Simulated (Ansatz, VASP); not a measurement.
# Two plane-wave programs on SrOs

```xyz
2
Lattice="3.6320 0.0000 0.0000 0.0000 3.6320 0.0000 0.0000 0.0000 3.6320" Properties=species:S:1:pos:R:3 pbc="T T T"
Sr    0.0000    0.0000    0.0000
Os    1.8160    1.8160    1.8160
```

Alike in both runs: task single point; functional r2SCAN; k mesh 10 × 10 × 10; occupations gaussian, width 0.05 eV; no spin polarisation.

|  | VASP | Ansatz |
| --- | --- | --- |
| version | VASP 6.6.1 | Ansatz 0.2.0 |
| potentials or method | VASP PAW PBE potentials, release 64 (Sr_sv, Os), cutoff 520 eV | scalar-relativistic, plane waves, PAW |
| valence electrons in the cell | 18 | 26 |

Ansatz gave:

```
gap on the k mesh at the Fermi level (eV) : none
pressure (GPa)                            : -2.5
```

Q: Which values does VASP return?

A: gap on the k mesh at the Fermi level (eV): none; pressure (GPa): -2.2.

VASP's potentials were made for PBE, not for r2SCAN. A gap of «none» marks a metal or a gap that the smearing closes. VASP's potentials hold 18 valence electrons a cell and Ansatz's 26, so a difference there can come from the potentials and not from the codes.

Neither program's run includes spin-orbit coupling.
